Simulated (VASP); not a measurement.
The system is BN.

```
B N
1.0
     0.00000    1.80000    1.80000
     1.80000    0.00000    1.80000
     1.80000    1.80000    0.00000
B N
1 1
Direct
  0.00000 0.00000 0.00000
  0.25000 0.25000 0.25000
```

* Program: VASP 6.6.1
* Task: relaxation of cell and atoms
* Functional: PBE
* Potentials or basis: VASP PAW PBE potentials, release 64 (B, N)
* Cutoff: 600 eV
* k mesh: 11 × 11 × 11
* Occupations: gaussian, width 0.01 eV
* Spin: no spin polarisation

At the start: pressure 7.9 GPa; volume 5.83 Å³/atom.

Question: How do energy, volume and symmetry change on relaxing?

Answer: Over 3 steps the energy falls by 2.9 meV/atom and the volume is 5.95 Å³/atom (+2.1 %); space group F-43m (No. 216, to 0.1 Å) before and after.

The path:
| step | energy change (eV) | largest force (eV/Å) | pressure (GPa) | volume (Å³) |
| --- | --- | --- | --- | --- |
| 1 | 0.0000 | 0.0000 | 7.93 | 11.66 |
| 2 | 0.0002 | 0.0000 | -7.54 | 12.16 |
| 3 | -0.0059 | 0.0000 | -0.02 | 11.91 |

Final structure:
```
CELL_PARAMETERS angstrom
0.00000 1.81235 1.81235
1.81235 0.00000 1.81235
1.81235 1.81235 0.00000
ATOMIC_POSITIONS crystal
B 0.00000 0.00000 0.00000
N 0.25000 0.25000 0.25000
```
